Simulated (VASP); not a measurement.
H11C2NO4, 18 atoms in the cell. The cell holds an amorphous packing of atoms, 18 atoms: a = 5.915 Å, b = 5.915 Å, c = 5.915 Å, α = 90.00°, β = 90.00°, γ = 90.00°. 

- Program: VASP 6.6.1
- Task: single point
- Functional: PBE
- Potentials or basis: VASP PAW PBE potentials, release 64 (O, H, C, N)
- Cutoff: 520 eV
- k mesh: 1 × 1 × 1
- Occupations: fermi-dirac, width 0.05 eV
- Spin: no spin polarisation
- Dipole correction: no
- Further INCAR settings: LREAL = Auto; ALGO = Normal; EDIFF = 1e-06; NBANDS = 39

Potentials or basis: VASP PAW PBE potentials, release 64 (O, H, C, N).

Run with:

```console
$ cat potpaw_PBE.64/O/POTCAR potpaw_PBE.64/H/POTCAR potpaw_PBE.64/C/POTCAR potpaw_PBE.64/N/POTCAR > POTCAR
$ mpirun -np 1 vasp_gam > vasp.out
```

Hardware: 1 thread of Intel(R) Xeon(R) 6975P-C (Granite Rapids) (shared host).

Question: How long does it take, and how much memory?

Answer: Run time: 15 s on 1 thread of Intel(R) Xeon(R) 6975P-C (Granite Rapids), with other jobs on the host, peak memory 0.31 GiB. Counts: scf iterations 16, k points 1.
